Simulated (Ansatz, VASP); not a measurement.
# BiTe5 in VASP and in Ansatz

```
Bi Te
1.0
     7.02689    0.00000    0.00000
    -3.51345    6.08547    0.00000
     0.00000    0.00000    4.46842
Bi Te
1 5
Direct
  0.00000 0.00000 0.50000
  0.00000 0.33519 0.00000
  0.66481 0.66481 0.00000
  0.33519 0.00000 0.00000
  0.66667 0.33333 0.50000
  0.33333 0.66667 0.50000
```

Change from the starting cell: species swapped into the Mg5Sn type (P-62m, No. 189).

Alike in both runs: functional PBE; k mesh 6 × 6 × 8; occupations gaussian, width 0.1 eV; no spin polarisation.

Ansatz relaxed the structure, and its values are those at the end. VASP's run is a single point on that final structure, the one shown.

|  | VASP | Ansatz |
| --- | --- | --- |
| version | VASP 6.6.1 | Ansatz 0.2.0 |
| potentials or method | VASP PAW PBE potentials, release 64 (Bi_d, Te), cutoff 520 eV | scalar-relativistic, plane waves, PAW |
| valence electrons in the cell | 45 | 95 |

VASP gave:

- gap on the k mesh at the Fermi level (eV): none
- pressure (GPa): -0.1

**Question.** Which values does Ansatz return?

**Answer.** gap on the k mesh at the Fermi level (eV): none; pressure (GPa): 0.0.

A gap of «none» marks a metal or a gap that the smearing closes. The functional is the same, so the differences come from potentials, cutoffs and numerics. VASP's potentials hold 45 valence electrons a cell and Ansatz's 95, so a difference there can come from the potentials and not from the codes.

Neither program's run includes spin-orbit coupling.
